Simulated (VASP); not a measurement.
# BaTiO3 (Amm2) in VASP: notebook

BaTiO3 is run at these levels: PBE+U; tasks: single point.

All numbers are computed with VASP 6.6.1; they aren't measurements. Logs are shortened: lines on timing, memory, paths and dates and some standing lists are left out, and cuts for length are marked.

## 1. The cell of the first run

It takes space group Amm2 (No. 38, orthorhombic). Conventional cell: a = 4.008 Å, b = 5.976 Å, c = 5.772 Å, α = 90.00°, β = 90.00°, γ = 90.00°. Within 3.7 Å of Ba (site symmetry mm2) lie 12 O at 2.79 to 2.99 Å and 8 Ti at 3.46 to 3.60 Å. Ti (site symmetry mm2) has 6 O at 1.93 to 2.23 Å within 2.6 Å. Within 2.7 Å of O (site symmetry mm2) lie 2 Ti at 2.01 Å. O (site symmetry m) has 2 Ti at 1.93 to 2.23 Å within 2.6 Å.

## 2. Single point, PBE+U (strain +0.0400 x Voigt [0, 1, 0, 0, 0, 0])

INCAR

```
SYSTEM = BaTiO3
ALGO = Normal
EDIFF = 1E-7
ENCUT = 520
GGA = PE
ISIF = 2
ISMEAR = 0
LASPH = .TRUE.
LCHARG = .FALSE.
LDAU = .TRUE.
LDAUJ = 0 0 0
LDAUL = -1 2 -1
LDAUPRINT = 1
LDAUTYPE = 2
LDAUU = 0 4 0
LMAXMIX = 4
LREAL = .FALSE.
LWAVE = .FALSE.
NBANDS = 28
NELM = 150
PREC = Accurate
SIGMA = 0.05
```

KPOINTS

```
k-points
0
G
  6 6 6
  0 0 0
```

POSCAR

```
BaTiO3
1.0
    4.0082194746      0.0000000000      0.0000000000
    0.0000000000      2.9882127310      2.8859183788
    0.0000000000     -2.9882127310      2.8859183788
Ba Ti O
1 1 3
Direct
    0.0000000000      0.0080771845      0.0080771845
    0.5000000000      0.5197092871      0.5197092871
    0.0000000000      0.4916268390      0.4916268390
    0.5000000000      0.4938075372      0.9829991522
    0.5000000000      0.9829991522      0.4938075372
```

Potentials or basis: VASP PAW PBE potentials, release 64 (Ba_sv, Ti_sv, O).

Started as:

```
cat potpaw_PBE.64/Ba_sv/POTCAR potpaw_PBE.64/Ti_sv/POTCAR potpaw_PBE.64/O/POTCAR > POTCAR
mpirun -np 1 vasp_std > vasp.out
```

OUTCAR:

```text
SYSTEM = BaTiO3
   EDIFF = 1E-7
   ENCUT = 520
   GGA = PE
   ISIF = 2
   ISMEAR = 0
   LASPH = .TRUE.
   LREAL = .FALSE.
   NELM = 150
   PREC = Accurate

 ion  position               nearest neighbor table
   1  0.000  0.008  0.008-   3 2.79   4 2.85   5 2.85   4 2.85   5 2.85   5 2.93   4 2.93   5 2.93
                             4 2.93   3 2.98   3 2.99   3 2.99   2 3.46   2 3.46   2 3.57   2 3.57
   2  0.500  0.520  0.520-   4 1.93   5 1.93   3 2.01   3 2.01   5 2.23   4 2.23   1 3.46   1 3.46
                             1 3.57   1 3.57   1 3.60   1 3.60   1 3.60   1 3.60
   3  0.000  0.492  0.492-   2 2.01   2 2.01   1 2.79   1 2.98   1 2.99   1 2.99
   4  0.500  0.494  0.983-   2 1.93   2 2.23   1 2.85   1 2.85   1 2.93   1 2.93
   5  0.500  0.983  0.494-   2 1.93   2 2.23   1 2.85   1 2.85   1 2.93   1 2.93

  LATTYP: Found a base centered orthorhombic cell.
 ALAT       =     5.7718367576
 B/A-ratio  =     1.0354460310
 C/A-ratio  =     0.6944443585

  Lattice vectors:

 A1 = (   0.0000000000,   2.9882127310,   2.8859183788)
 A2 = (   0.0000000000,  -2.9882127310,   2.8859183788)
 A3 = (   4.0082194746,   0.0000000000,   0.0000000000)

Analysis of symmetry for initial positions (statically):
=====================================================================
 Subroutine PRICEL returns:
 Original cell was already a primitive cell.

 Routine SETGRP: Setting up the symmetry group for a
 base centered orthorhombic supercell.

 Subroutine GETGRP returns: Found  4 space group operations
 (whereof  4 operations were pure point group operations)
 out of a pool of  8 trial point group operations.

The static configuration has the point symmetry C_2v.

Analysis of symmetry for dynamics (positions and initial velocities):
=====================================================================
 Subroutine PRICEL returns:
 Original cell was already a primitive cell.

 Routine SETGRP: Setting up the symmetry group for a
 base centered orthorhombic supercell.

 Subroutine GETGRP returns: Found  4 space group operations
 (whereof  4 operations were pure point group operations)
 out of a pool of  8 trial point group operations.

The dynamic configuration has the point symmetry C_2v.

 Subroutine INISYM returns: Found  4 space group operations
 (whereof  4 operations are pure point group operations),
 and found     1 'primitive' translations

----------------------------------------------------------------------------------------

                                     Primitive cell

  volume of cell :      69.1317

  direct lattice vectors                    reciprocal lattice vectors
     4.008219475  0.000000000  0.000000000     0.249487336  0.000000000  0.000000000
     0.000000000  2.988212731  2.885918379     0.000000000  0.167324098  0.173255073
     0.000000000 -2.988212731  2.885918379     0.000000000 -0.167324098  0.173255073

  length of vectors
     4.008219475  4.154267711  4.154267711     0.249487336  0.240862355  0.240862355

  position of ions in fractional coordinates (direct lattice)
     0.000000000  0.008077185  0.008077185
     0.500000000  0.519709287  0.519709287
     0.000000000  0.491626839  0.491626839
     0.500000000  0.493807537  0.982999152
     0.500000000  0.982999152  0.493807537

  ion indices of the primitive-cell ions
   primitive index   ion index
                 1           1
                 2           2
                 3           3
                 4           4
                 5           5

----------------------------------------------------------------------------------------

 KPOINTS: k-points

Automatic generation of k-mesh.
 Grid dimensions read from file:
 generate k-points for:    6    6    6

 Generating k-lattice:

  Cartesian coordinates                     Fractional coordinates (reciprocal lattice)
     0.041581223  0.000000000  0.000000000     0.166666667  0.000000000  0.000000000
     0.000000000  0.027887350  0.028875846     0.000000000  0.166666667  0.000000000
     0.000000000 -0.027887350  0.028875846     0.000000000  0.000000000  0.166666667

  Length of vectors
     0.041581223  0.040143726  0.040143726

  Shift w.r.t. Gamma in fractional coordinates (k-lattice)
     0.000000000  0.000000000  0.000000000

 Subroutine IBZKPT returns following result:
 ===========================================

 Found     52 irreducible k-points:

 Following reciprocal coordinates:
            Coordinates               Weight
  0.000000  0.000000  0.000000      1.000000
  0.166667  0.000000  0.000000      2.000000
  0.333333  0.000000  0.000000      2.000000
  0.500000  0.000000  0.000000      1.000000
  0.000000  0.166667  0.000000      4.000000
  0.166667  0.166667  0.000000      8.000000
[... 16 lines left out ...]
  0.333333  0.333333  0.166667      8.000000
  0.500000  0.333333  0.166667      4.000000
 [... further k-points ...]
   k-points           NKPTS =     52   k-points in BZ     NKDIM =     52   number of bands    NBANDS=     28
   number of dos      NEDOS =    301   number of ions     NIONS =      5
   total plane-waves  NPLWV =  30720
   dimension x,y,z NGX =    30 NGY =   32 NGZ =   32
   dimension x,y,z NGXF=    60 NGYF=   64 NGZF=   64
   ions per type =               1   1   3
   NGX,Y,Z   is equivalent  to a cutoff of  12.44, 12.81, 12.81 a.u.
   NGXF,Y,Z  is equivalent  to a cutoff of  24.89, 25.61, 25.61 a.u.
 SYSTEM =  BaTiO3
   PREC   = accura    normal or accurate (medium, high low for compatibility)
   ISTART =      0    job   : 0-new  1-cont  2-samecut
   ICHARG =      2    charge: 1-file 2-atom 10-const
   ISPIN  =      1    spin polarized calculation?
   LNONCOLLINEAR =      F non collinear calculations
   LSORBIT =      F    spin-orbit coupling
   LASPH  =      T    aspherical Exc in radial PAW
   ENCUT  =  520.0 eV  38.22 Ry    6.18 a.u.   7.45  7.72  7.72*2*pi/ulx,y,z
   NELM   =    150;   NELMIN=  2; NELMDL= -5     # of ELM steps
   EDIFF  = 0.1E-06   stopping-criterion for ELM
   LREAL  =      F    real-space projection
   EDIFFG = 0.1E-05   stopping-criterion for IOM
   NSW    =      0    number of steps for IOM
   IBRION =     -1    ionic relax: 0-MD 1-quasi-New 2-CG
   NFREE  =      0    steps in history (QN), initial steepest desc. (CG)
   ISIF   =      2    stress and relaxation
   ISYM   =      2    0-nonsym 1-usesym 2-fastsym
   POTIM  = 0.5000    time-step for ionic-motion
   TEBEG  =    0.0;   TEEND  =   0.0 temperature during run
   PSTRESS=    0.0 pullay stress
   NELECT =      40.0000    total number of electrons
   NUPDOWN=      -1.0000    fix difference up-down
   EMIN   =  10.00;   EMAX   =-10.00  energy-range for DOS
   EFERMI =   0.00;   METHOD = LEGACY
   ISMEAR =     0;   SIGMA  =   0.05  broadening in eV -4-tet -1-fermi 0-gaus
   EFERMI_NEDOS =   21; number of points for ismear=-14 and -15
   IALGO  =     38    algorithm
   IMIX   =      4    mixing-type and parameters
     AMIX     =   0.40;   BMIX     =  1.00
     AMIX_MAG =   1.60;   BMIX_MAG =  1.00
  volume/ion in A,a.u.               =      13.83        93.30
  Fermi-wavevector in a.u.,A,eV,Ry     =   1.364172  2.577911 25.319971  1.860965
  Thomas-Fermi vector in A             =   2.490511
   LORBIT       =      0    0 simple, 1 ext, 2 COOP (PROOUT), +10 PAW based schemes
 LDA+U is selected, type is set to LDAUTYPE =  2
   angular momentum for each species LDAUL =    -1    2   -1
   U (eV)           for each species LDAUU =   0.0  4.0  0.0
   J (eV)           for each species LDAUJ =   0.0  0.0  0.0
   GGA     = PE    functional components
   LHFCALC =     F    Hartree Fock is set to
   AEXX    =    0.0000 exact exchange contribution
   IVDW    =     0    specifies the selected vdW correction
   LEPSILON=     F    determine dielectric tensor
   LRPA    =     F    only Hartree local field effects (RPA)
 non-spin polarized calculation
 Gauss-broadening in eV      SIGMA  =   0.05
  energy-cutoff  :      520.00
  volume of cell :       69.13
 maximum number of plane-waves:      1874
 NGX is ok and might be reduce to    30
   NGX = 15   NGY = 15   NGZ = 15

atom =   2  type =  2  l = 2

 onsite density matrix

spin component  1

  0.1070  0.0000  0.0000  0.0000  0.0000
  0.0000  0.2274  0.0000  0.0000  0.0000
  0.0000  0.0000  0.1317  0.0000 -0.0479
  0.0000  0.0000  0.0000  0.1067  0.0000
  0.0000  0.0000 -0.0479  0.0000  0.2102

spin component  2

  0.1070  0.0000  0.0000  0.0000  0.0000
  0.0000  0.2274  0.0000  0.0000  0.0000
  0.0000  0.0000  0.1317  0.0000 -0.0479
  0.0000  0.0000  0.0000  0.1067  0.0000
  0.0000  0.0000 -0.0479  0.0000  0.2102

 occupancies and eigenvectors

  o =  0.1067  v =  0.0000  0.0000 -0.0000  1.0000 -0.0000  0.0000  0.0000  0.0000  0.0000  0.0000      0.0000  0.0000  0.0000  0.0000  0.0000  0.0000  0.0000  0.0000  0.0000  0.0000
  o =  0.1067  v =  0.0000  0.0000  0.0000  0.0000  0.0000  0.0000  0.0000 -0.0000  1.0000 -0.0000      0.0000  0.0000  0.0000  0.0000  0.0000  0.0000  0.0000  0.0000  0.0000  0.0000
  o =  0.1070  v =  1.0000  0.0000  0.0000  0.0000  0.0000  0.0000  0.0000  0.0000  0.0000  0.0000      0.0000  0.0000  0.0000  0.0000  0.0000  0.0000  0.0000  0.0000  0.0000  0.0000
  o =  0.1070  v =  0.0000  0.0000  0.0000  0.0000  0.0000  1.0000  0.0000  0.0000  0.0000  0.0000      0.0000  0.0000  0.0000  0.0000  0.0000  0.0000  0.0000  0.0000  0.0000  0.0000
  o =  0.1090  v =  0.0000  0.0000 -0.9038 -0.0000 -0.4279  0.0000  0.0000  0.0000  0.0000  0.0000      0.0000  0.0000  0.0000  0.0000  0.0000  0.0000  0.0000  0.0000  0.0000  0.0000
  o =  0.1090  v =  0.0000  0.0000  0.0000  0.0000  0.0000  0.0000  0.0000 -0.9038 -0.0000 -0.4279      0.0000  0.0000  0.0000  0.0000  0.0000  0.0000  0.0000  0.0000  0.0000  0.0000
  o =  0.2274  v =  0.0000  0.0000  0.0000  0.0000  0.0000  0.0000  1.0000  0.0000  0.0000  0.0000      0.0000  0.0000  0.0000  0.0000  0.0000  0.0000  0.0000  0.0000  0.0000  0.0000
  o =  0.2274  v =  0.0000  1.0000  0.0000  0.0000  0.0000  0.0000  0.0000  0.0000  0.0000  0.0000      0.0000  0.0000  0.0000  0.0000  0.0000  0.0000  0.0000  0.0000  0.0000  0.0000
  o =  0.2328  v =  0.0000  0.0000 -0.4279  0.0000  0.9038  0.0000  0.0000  0.0000  0.0000  0.0000      0.0000  0.0000  0.0000  0.0000  0.0000  0.0000  0.0000  0.0000  0.0000  0.0000
  o =  0.2328  v =  0.0000  0.0000  0.0000  0.0000  0.0000  0.0000  0.0000 -0.4279  0.0000  0.9038      0.0000  0.0000  0.0000  0.0000  0.0000  0.0000  0.0000  0.0000  0.0000  0.0000

 number of electron      39.9999983 magnetization

 Free energy of the ion-electron system (eV)
  ---------------------------------------------------
  ext. energy  EPLUGINS =         0.00000000
  ---------------------------------------------------
  free energy    TOTEN  =       -37.27410575 eV

  energy without entropy =      -37.27410575  energy(sigma->0) =      -37.27410575

 E-fermi :   3.8053     XC(G=0): -10.8617

 val. band max:        3.4521961207   @ k =   0.5000   0.5000   0.5000
 cond. band min:       5.8383911352   @ k =   0.0000   0.0000   0.0000
 fundamental gap:      2.3861950145
 Fermi energy:         3.8053367241

 k-point     1 :       0.0000    0.0000    0.0000
  band No.  band energies     occupation
      1     -54.4350      2.00000
      2     -30.6245      2.00000
      3     -30.5716      2.00000
      4     -30.5679      2.00000
      5     -21.6395      2.00000
      6     -13.3744      2.00000
[... 20 lines left out ...]
     27       8.5217      0.00000
     28       9.8707      0.00000

 k-point     2 :       0.1667    0.0000    0.0000
  band No.  band energies     occupation
      1     -54.4348      2.00000
      2     -30.6241      2.00000
      3     -30.5783      2.00000
      4     -30.5712      2.00000
      5     -21.6163      2.00000
      6     -13.3472      2.00000
[... 20 lines left out ...]
     27       9.0004      0.00000
     28      10.5506      0.00000

 k-point     3 :       0.3333    0.0000    0.0000
  band No.  band energies     occupation
      1     -54.4343      2.00000
      2     -30.6232      2.00000
      3     -30.5988      2.00000
      4     -30.5704      2.00000
      5     -21.5690      2.00000
      6     -13.3733      2.00000
[... 616 lines left out ...]
      3     -30.5975      2.00000
      4     -30.5825      2.00000
      5     -21.5169      2.00000
      6     -13.0725      2.00000
[... 20 lines left out ...]
     27      11.0909      0.00000
     28      11.2896      0.00000

 k-point    24 :       0.5000    0.3333    0.1667
  band No.  band energies     occupation
      1     -54.4337      2.00000
      2     -30.6355      2.00000
      3     -30.6076      2.00000
      4     -30.5820      2.00000
      5     -21.4985      2.00000
      6     -12.9800      2.00000
[... 20 lines left out ...]
     27      11.1470      0.00000
     28      11.5778      0.00000

 [... further k-points ...]

------------------------ aborting loop because EDIFF is reached ----------------------------------------

  FORCE on cell =-STRESS in cart. coord.  units (eV):
  Direction    XX          YY          ZZ          XY          YZ          ZX
  --------------------------------------------------------------------------------------
  -------------------------------------------------------------------------------------
  Total       -0.2488183     -3.3345845      0.1860088      0.0000000      0.0000000      0.0000000
  in kB       -5.7665478    -77.2814513      4.3108912      0.0000000      0.0000000      0.0000000
  external PRESSURE =     -26.2457026 kB  Pullay stress =       0.0000000 kB

 VOLUME and BASIS-vectors are now :
 -----------------------------------------------------------------------------
  energy-cutoff  :      520.00
  volume of cell :       69.13
      direct lattice vectors                 reciprocal lattice vectors
     4.008219475  0.000000000  0.000000000     0.249487336  0.000000000  0.000000000
     0.000000000  2.988212731  2.885918379     0.000000000  0.167324098  0.173255073
     0.000000000 -2.988212731  2.885918379     0.000000000 -0.167324098  0.173255073

 POSITION                                       TOTAL-FORCE (eV/Angst)
 -----------------------------------------------------------------------------------
      0.00000      0.00000      0.04662         0.000000      0.000000     -0.020749
      2.00411      0.00000      2.99968         0.000000      0.000000     -0.121650
      0.00000      0.00000      2.83759         0.000000      0.000000      0.031153
      2.00411     -1.46181      4.26194         0.000000      0.082799      0.055623
      2.00411      1.46181      4.26194         0.000000     -0.082799      0.055623
 -----------------------------------------------------------------------------------
    total drift:                                0.000000      0.000001      0.000014

  FREE ENERGIE OF THE ION-ELECTRON SYSTEM (eV)
  ---------------------------------------------------
  free  energy   TOTEN  =       -37.2741057483 eV

  energy  without entropy=      -37.2741057483  energy(sigma->0) =      -37.27410575
```

It took 99 s on 1 thread of Intel Xeon 6975P-C, shared host; peak memory 0.25 GiB.

Results:

```
Free energy            : -37.2741 eV
Pressure               : -2.6 GPa
Largest force          : 0.122 eV/Å
Band gap on the k mesh : 2.39 eV, indirect (least direct gap 2.85 eV)
```

Forces on the atoms (eV/Å):
```
Ba   0.000  0.000 -0.021
Ti   0.000  0.000 -0.122
O    0.000  0.000  0.031
O    0.000  0.083  0.056
O    0.000 -0.083  0.056
```

Stress tensor (GPa, compression positive):
```
-0.58  0.00  0.00
 0.00 -7.73  0.00
 0.00  0.00  0.43
```

Eigenvalues of the final occupation matrices:
| site | spin | trace | eigenvalues |
| --- | --- | --- | --- |
| site 2 d | 1 | 0.78 | 0.11 0.11 0.11 0.23 0.23 |
| site 2 d | 2 | 0.78 | 0.11 0.11 0.11 0.23 0.23 |

Caveat: the cell differs from its parent crystal (strain +0.0400 x Voigt [0, 1, 0, 0, 0, 0]); spin-orbit coupling is left out, which moves the levels of the heavy elements. A k mesh can miss the band edges.

(Part 1 of 2 ends here.)
